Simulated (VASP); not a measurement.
# CsAs2 (P4/nmm) in VASP: a series of runs

CsAs2 is run at these levels: PBE; tasks: relaxation of cell and atoms, single point.

Everything below comes from runs of VASP 6.6.1. Logs are shortened: lines on timing, memory, paths and dates and some standing lists are left out, and cuts for length are marked.

### Step 1. The cell of the first run

The structure is tetragonal, space group P4/nmm (No. 129). Conventional cell: a = 4.345 Å, b = 4.345 Å, c = 9.119 Å, α = 90.00°, β = 90.00°, γ = 90.00°. Within 4.4 Å of Cs (site symmetry 4mm) lie 9 As at 3.16 to 3.35 Å and 4 Cs at 4.35 Å. As (site symmetry -4m2) has 8 As at 3.07 to 3.94 Å and 4 Cs at 3.35 Å within 4.0 Å. As (site symmetry 4mm) has 5 Cs at 3.16 to 3.28 Å and 12 As at 3.94 to 4.35 Å within 4.4 Å.

### Step 2. Relaxation of cell and atoms, PBE

The input, INCAR:

```
PREC = Accurate
ENCUT = 600
EDIFF = 1E-7
ISMEAR = 0
SIGMA = 0.1
LREAL = F
LASPH = T
NELM = 100
ALGO = Normal
ISIF = 3
LWAVE = F
LCHARG = F
GGA = PE
IBRION = 2
NSW = 90
EDIFFG = -0.04
```

The input, KPOINTS:

```
regular mesh
0
Gamma
  4 4 2
```

The input, POSCAR:

```
CsAs2
1.0
    4.3450466606      0.0000000000      0.0000000000
    0.0000000000      4.3450466606      0.0000000000
    0.0000000000      0.0000000000      9.1186429551
Cs As
2 4
Direct
    0.5000000000      0.0000000000      0.2800000000
    0.0000000000      0.5000000000      0.7200000000
    0.0000000000      0.0000000000      0.0000000000
    0.5000000000      0.5000000000      0.0000000000
    0.5000000000      0.0000000000      0.6400000000
    0.0000000000      0.5000000000      0.3600000000
```

Potentials or basis: VASP PAW PBE potentials, release 64 (Cs_sv, As).

Command:

```sh
> cat potpaw_PBE.64/Cs_sv/POTCAR potpaw_PBE.64/As/POTCAR > POTCAR
> mpirun -np 1 vasp_std > vasp.out
```

OUTCAR:

```text
PREC = Accurate
   ENCUT = 600
   EDIFF = 1E-7
   ISMEAR = 0
   LREAL = F
   LASPH = T
   NELM = 100
   ISIF = 3
   GGA = PE
   IBRION = 2
   NSW = 90
   EDIFFG = -0.04

 ion  position               nearest neighbor table
   1  0.500  0.000  0.280-
   2  0.000  0.500  0.720-
   3  0.000  0.000  0.000-
   4  0.500  0.500  0.000-
   5  0.500  0.000  0.640-
   6  0.000  0.500  0.360-

  LATTYP: Found a simple tetragonal cell.
 ALAT       =     4.3450466606
 C/A-ratio  =     2.0986294665

  Lattice vectors:

 A1 = (   4.3450466606,   0.0000000000,   0.0000000000)
 A2 = (   0.0000000000,   4.3450466606,   0.0000000000)
 A3 = (   0.0000000000,   0.0000000000,   9.1186429551)

Analysis of symmetry for initial positions (statically):
=====================================================================
 Subroutine PRICEL returns:
 Original cell was already a primitive cell.

 Routine SETGRP: Setting up the symmetry group for a
 simple tetragonal supercell.

 Subroutine GETGRP returns: Found 16 space group operations
 (whereof  8 operations were pure point group operations)
 out of a pool of 16 trial point group operations.

The static configuration has the point symmetry D_2d.
 The point group associated with its full space group is D_4h.

Analysis of symmetry for dynamics (positions and initial velocities):
=====================================================================
 Subroutine PRICEL returns:
 Original cell was already a primitive cell.

 Routine SETGRP: Setting up the symmetry group for a
 simple tetragonal supercell.

 Subroutine GETGRP returns: Found 16 space group operations
 (whereof  8 operations were pure point group operations)
 out of a pool of 16 trial point group operations.

The dynamic configuration has the point symmetry D_2d.
 The point group associated with its full space group is D_4h.

 Subroutine INISYM returns: Found 16 space group operations
 (whereof  8 operations are pure point group operations),
 and found     1 'primitive' translations

----------------------------------------------------------------------------------------

                                     Primitive cell

  volume of cell :     172.1548

  direct lattice vectors                    reciprocal lattice vectors
     4.345046661  0.000000000  0.000000000     0.230147126  0.000000000  0.000000000
     0.000000000  4.345046661  0.000000000     0.000000000  0.230147126  0.000000000
     0.000000000  0.000000000  9.118642955     0.000000000  0.000000000  0.109665441

  length of vectors
     4.345046661  4.345046661  9.118642955     0.230147126  0.230147126  0.109665441

  position of ions in fractional coordinates (direct lattice)
     0.500000000  0.000000000  0.280000000
     0.000000000  0.500000000  0.720000000
     0.000000000  0.000000000  0.000000000
     0.500000000  0.500000000  0.000000000
     0.500000000  0.000000000  0.640000000
     0.000000000  0.500000000  0.360000000

  ion indices of the primitive-cell ions
   primitive index   ion index
                 1           1
                 2           2
                 3           3
                 4           4
                 5           5
                 6           6

----------------------------------------------------------------------------------------

 KPOINTS: regular mesh

Automatic generation of k-mesh.
 Grid dimensions read from file:
 generate k-points for:    4    4    2

 Generating k-lattice:

  Cartesian coordinates                     Fractional coordinates (reciprocal lattice)
     0.057536781  0.000000000  0.000000000     0.250000000  0.000000000  0.000000000
     0.000000000  0.057536781  0.000000000     0.000000000  0.250000000  0.000000000
     0.000000000  0.000000000  0.054832720     0.000000000  0.000000000  0.500000000

  Length of vectors
     0.057536781  0.057536781  0.054832720

  Shift w.r.t. Gamma in fractional coordinates (k-lattice)
     0.000000000  0.000000000  0.000000000

 Subroutine IBZKPT returns following result:
 ===========================================

 Found     12 irreducible k-points:

 Following reciprocal coordinates:
            Coordinates               Weight
  0.000000  0.000000  0.000000      1.000000
  0.250000  0.000000  0.000000      4.000000
  0.500000  0.000000  0.000000      2.000000
  0.250000  0.250000  0.000000      4.000000
  0.500000  0.250000  0.000000      4.000000
  0.500000  0.500000  0.000000      1.000000
  0.000000  0.000000  0.500000      1.000000
  0.250000  0.000000  0.500000      4.000000
  0.500000  0.000000  0.500000      2.000000
  0.250000  0.250000  0.500000      4.000000
  0.500000  0.250000  0.500000      4.000000
  0.500000  0.500000  0.500000      1.000000
   k-points           NKPTS =     12   k-points in BZ     NKDIM =     12   number of bands    NBANDS=     23
   number of dos      NEDOS =    301   number of ions     NIONS =      6
   total plane-waves  NPLWV = 103680
   dimension x,y,z NGX =    36 NGY =   36 NGZ =   80
   dimension x,y,z NGXF=    72 NGYF=   72 NGZF=  160
   ions per type =               2   4
   NGX,Y,Z   is equivalent  to a cutoff of  13.77, 13.77, 14.59 a.u.
   NGXF,Y,Z  is equivalent  to a cutoff of  27.55, 27.55, 29.17 a.u.
 SYSTEM =  unknown system
   PREC   = accura    normal or accurate (medium, high low for compatibility)
   ISTART =      0    job   : 0-new  1-cont  2-samecut
   ICHARG =      2    charge: 1-file 2-atom 10-const
   ISPIN  =      1    spin polarized calculation?
   LNONCOLLINEAR =      F non collinear calculations
   LSORBIT =      F    spin-orbit coupling
   LASPH  =      T    aspherical Exc in radial PAW
   ENCUT  =  600.0 eV  44.10 Ry    6.64 a.u.   8.68  8.68 18.21*2*pi/ulx,y,z
   NELM   =    100;   NELMIN=  2; NELMDL= -5     # of ELM steps
   EDIFF  = 0.1E-06   stopping-criterion for ELM
   LREAL  =      F    real-space projection
   EDIFFG = -.4E-01   stopping-criterion for IOM
   NSW    =     90    number of steps for IOM
   IBRION =      2    ionic relax: 0-MD 1-quasi-New 2-CG
   NFREE  =      1    steps in history (QN), initial steepest desc. (CG)
   ISIF   =      3    stress and relaxation
   ISYM   =      2    0-nonsym 1-usesym 2-fastsym
   POTIM  = 0.5000    time-step for ionic-motion
   TEBEG  =    0.0;   TEEND  =   0.0 temperature during run
   PSTRESS=    0.0 pullay stress
   NELECT =      38.0000    total number of electrons
   NUPDOWN=      -1.0000    fix difference up-down
   EMIN   =  10.00;   EMAX   =-10.00  energy-range for DOS
   EFERMI =   0.00;   METHOD = LEGACY
   ISMEAR =     0;   SIGMA  =   0.10  broadening in eV -4-tet -1-fermi 0-gaus
   EFERMI_NEDOS =   21; number of points for ismear=-14 and -15
   IALGO  =     38    algorithm
   IMIX   =      4    mixing-type and parameters
     AMIX     =   0.40;   BMIX     =  1.00
     AMIX_MAG =   1.60;   BMIX_MAG =  1.00
  volume/ion in A,a.u.               =      28.69       193.63
  Fermi-wavevector in a.u.,A,eV,Ry     =   0.989380  1.869657 13.318365  0.978872
  Thomas-Fermi vector in A             =   2.120974
   LORBIT       =      0    0 simple, 1 ext, 2 COOP (PROOUT), +10 PAW based schemes
   GGA     = PE    functional components
   LHFCALC =     F    Hartree Fock is set to
   AEXX    =    0.0000 exact exchange contribution
   IVDW    =     0    specifies the selected vdW correction
   LEPSILON=     F    determine dielectric tensor
   LRPA    =     F    only Hartree local field effects (RPA)
 conjugate gradient relaxation of ions
 non-spin polarized calculation
 Gauss-broadening in eV      SIGMA  =   0.10
  energy-cutoff  :      600.00
  volume of cell :      172.15
 maximum number of plane-waves:      5804
 NGX is ok and might be reduce to    36
   NGX = 17   NGY = 17   NGZ = 37

--------------------------------------- Ionic step        1  -------------------------------------------

 number of electron      38.0000004 magnetization

 Free energy of the ion-electron system (eV)
  ---------------------------------------------------
  ext. energy  EPLUGINS =         0.00000000
  ---------------------------------------------------
  free energy    TOTEN  =       -14.63228979 eV

  energy without entropy =      -14.57154544  energy(sigma->0) =      -14.60191761

------------------------ aborting loop because EDIFF is reached ----------------------------------------

  FORCE on cell =-STRESS in cart. coord.  units (eV):
  Direction    XX          YY          ZZ          XY          YZ          ZX
  --------------------------------------------------------------------------------------
  -------------------------------------------------------------------------------------
  Total        4.4621268      4.4621268      5.4933278      0.0000000      0.0000000      0.0000000
  in kB       41.5272710     41.5272710     51.1242559      0.0000000      0.0000000      0.0000000
  external PRESSURE =      44.7262660 kB  Pullay stress =       0.0000000 kB
[... 101 lines left out ...]
  FREE ENERGIE OF THE ION-ELECTRON SYSTEM (eV)
  ---------------------------------------------------
  free  energy   TOTEN  =       -15.0338935214 eV

  energy  without entropy=      -14.9630020255  energy(sigma->0) =      -14.99844777

[... ionic steps 4 to 39 ...]

--------------------------------------- Ionic step       40  -------------------------------------------

 number of electron      37.9999991 magnetization

------------------------ aborting loop because EDIFF is reached ----------------------------------------

  FORCE on cell =-STRESS in cart. coord.  units (eV):
  Direction    XX          YY          ZZ          XY          YZ          ZX
  --------------------------------------------------------------------------------------
  -------------------------------------------------------------------------------------
  Total       -0.0424112     -0.0424112     -0.0853934      0.0000000      0.0000000     -0.0000000
  in kB       -0.3630192     -0.3630192     -0.7309266      0.0000000      0.0000000     -0.0000000
  external PRESSURE =      -0.4856550 kB  Pullay stress =       0.0000000 kB
[... 65 lines left out ...]
  energy  without entropy=      -21.1634979729  energy(sigma->0) =      -21.17682587

--------------------------------------- Ionic step       42  -------------------------------------------

 number of electron      37.9999995 magnetization

 Free energy of the ion-electron system (eV)
  ---------------------------------------------------
  ext. energy  EPLUGINS =         0.00000000
  ---------------------------------------------------
  free energy    TOTEN  =       -21.19153987 eV

  energy without entropy =      -21.16490945  energy(sigma->0) =      -21.17822466

 E-fermi :   3.5902     XC(G=0):  -8.8734

 val. band max:        3.5018627464   @ k =   0.5000   0.0000   0.0000
 cond. band min:       3.6615893385   @ k =   0.2500   0.2500   0.0000
 fundamental gap:      0.1597265921
 Fermi energy:         3.5902224752

 k-point     1 :       0.0000    0.0000    0.0000
  band No.  band energies     occupation
      1     -19.4044      2.00000
      2     -19.4029      2.00000
      3      -9.6159      2.00000
      4      -9.3163      2.00000
      5      -6.3416      2.00000
      6      -5.8499      2.00000
[... 334 lines left out ...]
  FREE ENERGIE OF THE ION-ELECTRON SYSTEM (eV)
  ---------------------------------------------------
  free  energy   TOTEN  =       -21.1915398688 eV

  energy  without entropy=      -21.1649094535  energy(sigma->0) =      -21.17822466

 reached required accuracy - stopping structural energy minimisation
```

Run time: 43 min. Hardware: 1 thread of Intel Xeon Platinum 8259CL at 2.50GHz (Skylake/Cascade Lake), shared host; peak memory 0.36 GiB.

Results:

- Free energy: -21.1915 eV
- Relaxed volume: 31.19 Å³/atom
- Relaxed cell: a = 3.805 Å, b = 3.805 Å, c = 12.922 Å, α = 90.00°, β = 90.00°, γ = 90.00°
- Space group after relaxing (to 0.1 Å): P4/nmm (No. 129)
- Energy gained by relaxing: 1093.2 meV/atom
- Ionic steps: 42
- Pressure after relaxing: 0.0 GPa
- Largest force after relaxing: 0.039 eV/Å
- Band gap on the k mesh: zero (bands 19 and 20 overlap by 1.38 eV)

Forces in eV/Å, atoms in the order of the input:
```
Cs   0.000  0.000 -0.039
Cs   0.000  0.000  0.039
As   0.000  0.000  0.000
As   0.000  0.000  0.000
As   0.000  0.000  0.022
As   0.000  0.000 -0.022
```

Stress tensor (GPa, compression positive):
```
 0.03  0.00  0.00
 0.00  0.03  0.00
 0.00  0.00 -0.10
```

The path:
| step | energy change (eV) | largest force (eV/Å) | pressure (GPa) | volume (Å³) |
| --- | --- | --- | --- | --- |
| 1 | 0.0000 | 0.3225 | 4.47 | 172.15 |
| 3 | -0.4016 | 0.2127 | -0.60 | 210.33 |
| 5 | -0.4445 | 0.3343 | -0.20 | 205.65 |
| 7 | -0.8028 | 1.0504 | 0.05 | 206.53 |
| 9 | -0.8845 | 1.2841 | 0.78 | 205.64 |
| 11 | -0.9371 | 1.3365 | 0.85 | 207.16 |
| 13 | -1.1569 | 1.5073 | 1.24 | 212.92 |
| 15 | -2.8904 | 1.4716 | 2.58 | 219.94 |
| 17 | -3.0420 | 0.9483 | 1.34 | 231.52 |
| 19 | -3.7422 | 2.0846 | -1.34 | 246.76 |
| 21 | -4.1603 | 2.0100 | -3.55 | 266.02 |
| 23 | -4.5821 | 1.3985 | -3.22 | 255.28 |
| 25 | -5.2896 | 1.6709 | 4.64 | 193.10 |
| 27 | -5.4768 | 1.4011 | 1.21 | 208.95 |
| 29 | -5.7399 | 0.6351 | 0.69 | 210.07 |
| 31 | -5.8239 | 0.5202 | -0.24 | 213.62 |
| 33 | -5.9236 | 0.5337 | -1.62 | 217.46 |
| 35 | -6.2980 | 0.6784 | -1.23 | 197.36 |
| 37 | -6.5310 | 0.1941 | 0.95 | 182.10 |
| 39 | -6.5570 | 0.0835 | -0.08 | 187.34 |
| 41 | -6.5579 | 0.0692 | -0.04 | 187.17 |
| 42 | -6.5593 | 0.0394 | -0.01 | 187.13 |

Final structure:
```cif
data_structure
_symmetry_space_group_name_H-M 'P 1'
_symmetry_Int_Tables_number 1
_cell_length_a 3.8055
_cell_length_b 3.8055
_cell_length_c 12.9219
_cell_angle_alpha 90.000
_cell_angle_beta 90.000
_cell_angle_gamma 90.000
_cell_volume 187.13
loop_
_atom_site_label
_atom_site_type_symbol
_atom_site_fract_x
_atom_site_fract_y
_atom_site_fract_z
_atom_site_occupancy
Cs1 Cs 0.50000 0.00000 0.25511 1
Cs2 Cs 0.00000 0.50000 0.74489 1
As1 As 0.00000 0.00000 0.00000 1
As2 As 0.50000 0.50000 0.00000 1
As3 As 0.50000 0.00000 0.52973 1
As4 As 0.00000 0.50000 0.47027 1
```

Levels at points of the mesh, in eV from the Fermi level:
```tsv
k point	band 17	band 18	band 19	band 20	band 21	band 22
(0.00, 0.00, 0.00)	-2.30	-2.07	-0.64	1.21	1.32	1.98
(0.50, 0.00, 0.00)	-0.09	-0.09	0.07	0.07	0.78	0.78
(0.50, 0.50, 0.00)	-1.25	-1.25	-0.97	-0.97	1.49	1.49
(0.00, 0.00, 0.50)	-2.31	-2.31	-0.51	0.98	1.30	2.18
(0.50, 0.00, 0.50)	-0.09	-0.09	0.08	0.08	0.77	0.77
(0.50, 0.50, 0.50)	-1.22	-1.22	-0.92	-0.92	1.34	1.34
```

Caveat: the k points lie up to 0.41 Å⁻¹ apart in the final cell, too coarse for converged energies and pressures of a metal; a cell axis changed by over 15 % at a fixed basis, so the end point is rough; spin-orbit coupling is left out, which moves the levels of the heavy elements.

### Step 3. Single point, PBE

This run uses another cell than the first one, of 30.49 Å³/atom.

The input, INCAR:

```
  ALGO = Normal
  EDIFF = 1E-7
  ENCUT = 520
  GGA = PE
  ISIF = 2
  ISMEAR = 0
  LASPH = True
  LCHARG = False
  LREAL = False
  LWAVE = False
  NBANDS = 28
  NELM = 80
  PREC = Accurate
  SIGMA = 0.1
```

The input, KPOINTS:

```
k-points
0
Gamma
  10 10 4
```

The input, POSCAR:

```
CsAs2
1.0
    3.7712178165      0.0000000000      0.0000000000
    0.0000000000      3.7712178165      0.0000000000
    0.0000000000      0.0000000000     12.8642223411
Cs As
2 4
Direct
    0.5000000000      0.0000000000      0.2522746771
    0.0000000000      0.5000000000      0.7477253229
    0.0000000000      0.0000000000      0.0000000000
    0.5000000000      0.5000000000      0.0000000000
    0.5000000000      0.0000000000      0.5332462250
    0.0000000000      0.5000000000      0.4667537750
```

Potentials or basis: VASP PAW PBE potentials, release 64 (Cs_sv, As).

Command:

```sh
> cat potpaw_PBE.64/Cs_sv/POTCAR potpaw_PBE.64/As/POTCAR > POTCAR
> mpirun -np 1 vasp_std > vasp.out
```

Wall time 4.3 min (1 thread of Intel Xeon Platinum 8259CL at 2.50GHz (Skylake/Cascade Lake), shared host); peak memory 0.43 GiB.

The run converged. Its results:

```
Free energy            : -21.3848 eV
Pressure               : 0.1 GPa
Largest force          : 0.008 eV/Å
Band gap on the k mesh : zero (bands 19 and 20 overlap by 2.03 eV)
```

Forces in eV/Å, atoms in the order of the input:
```
Cs   0.000  0.000  0.008
Cs   0.000  0.000 -0.008
As   0.000  0.000  0.000
As   0.000  0.000  0.000
As   0.000  0.000  0.008
As   0.000  0.000 -0.008
```

Levels at points of the mesh, in eV from the Fermi level:
| k point | band 16 | band 17 | band 18 | band 19 | band 20 | band 21 | band 22 | band 23 |
| --- | --- | --- | --- | --- | --- | --- | --- | --- |
| (0.00, 0.00, 0.00) | -2.19 | -2.19 | -1.86 | -0.69 | 1.34 | 1.44 | 2.09 | 2.18 |
| (0.50, 0.00, 0.00) | -1.57 | -0.11 | -0.11 | 0.19 | 0.19 | 0.85 | 0.85 | 1.30 |
| (0.50, 0.50, 0.00) | -4.97 | -1.24 | -1.24 | -0.90 | -0.90 | 1.59 | 1.59 | 1.77 |
| (0.00, 0.00, 0.50) | -2.19 | -2.19 | -2.10 | -0.56 | 1.13 | 1.41 | 2.30 | 2.38 |
| (0.50, 0.00, 0.50) | -1.42 | -0.11 | -0.11 | 0.19 | 0.19 | 0.85 | 0.85 | 1.24 |
| (0.50, 0.50, 0.50) | -4.98 | -1.21 | -1.21 | -0.84 | -0.84 | 1.43 | 1.43 | 1.50 |

Caveat: spin-orbit coupling is left out, which moves the levels of the heavy elements.

The gap in the log of VASP goes by the Fermi energy; the results here count the filled bands.